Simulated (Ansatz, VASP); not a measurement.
# One calculation of Mg3Se, two programs

Contents of INCAR:

```
PREC = Accurate ; ENCUT = 600
EDIFF = 1E-6 ; ISMEAR = 0
SIGMA = 0.1 ; LREAL = F
LASPH = T ; NELM = 100
ALGO = Normal ; ISIF = 3
LWAVE = F ; LCHARG = F
GGA = PE ; IBRION = 2
NSW = 100 ; EDIFFG = -0.01
```

File KPOINTS:

```
regular mesh
0
Gamma
  10 10 10
```

File POSCAR:

```
Mg3Se
1.0
    4.4712208650      0.0000000000      0.0000000000
    0.0000000000      4.4712208650      0.0000000000
    0.0000000000      0.0000000000      4.4712208650
Mg Se
3 1
Direct
    0.0000000000      0.5000000000      0.5000000000
    0.5000000000      0.0000000000      0.5000000000
    0.5000000000      0.5000000000      0.0000000000
    0.0000000000      0.0000000000      0.0000000000
```

Input for Ansatz:

```yaml
crystal:
  lattice:
    - [4.471220865, 0.0, 0.0]
    - [0.0, 4.471220865, 0.0]
    - [0.0, 0.0, 4.471220865]
  atoms:
    - { symbol: Mg, position: [0.0, 0.5, 0.5] }
    - { symbol: Mg, position: [0.5, 0.0, 0.5] }
    - { symbol: Mg, position: [0.5, 0.5, 0.0] }
    - { symbol: Se, position: [0.0, 0.0, 0.0] }
basis:
  ecutwfc: 420
kpoints:
  mp_grid: { grid: [10, 10, 10] }
hamiltonian:
  xc: pbe
scf:
  occupations: { method: gaussian, width: 0.1 }
output:
  forces: true
  stress: true
  eigenvalues: true
relax:
  adjacent_minimum: "off"
  f_tol: 0.01
  max_steps: 80
  cell: { stress_tol: 0.05 }
```

Alike in both runs: task relaxation of cell and atoms; functional PBE; k mesh 10 × 10 × 10; occupations gaussian, width 0.1 eV; no spin polarisation.

```csv
,VASP,Ansatz
version,VASP 6.6.1,Ansatz 0.2.0
potentials or method,"VASP PAW PBE potentials, release 64 (Mg, Se), cutoff 600 eV","scalar-relativistic, plane waves, PAW"
valence electrons in the cell,12,46
```

Ansatz gave:

- gap on the k mesh at the Fermi level, each at its own relaxed structure (eV): none
- relaxed volume (Å³/atom): 22.20
- relaxed cell length with the largest relative difference (Å): 4.461

Q: What did VASP give for the same quantities?

A: gap on the k mesh at the Fermi level, each at its own relaxed structure (eV): none; relaxed volume (Å³/atom): 22.17; relaxed cell length with the largest relative difference (Å): 4.460.

A gap of «none» marks a metal or a gap that the smearing closes. VASP's potentials hold 12 valence electrons a cell and Ansatz's 46, so a difference there can come from the potentials and not from the codes.
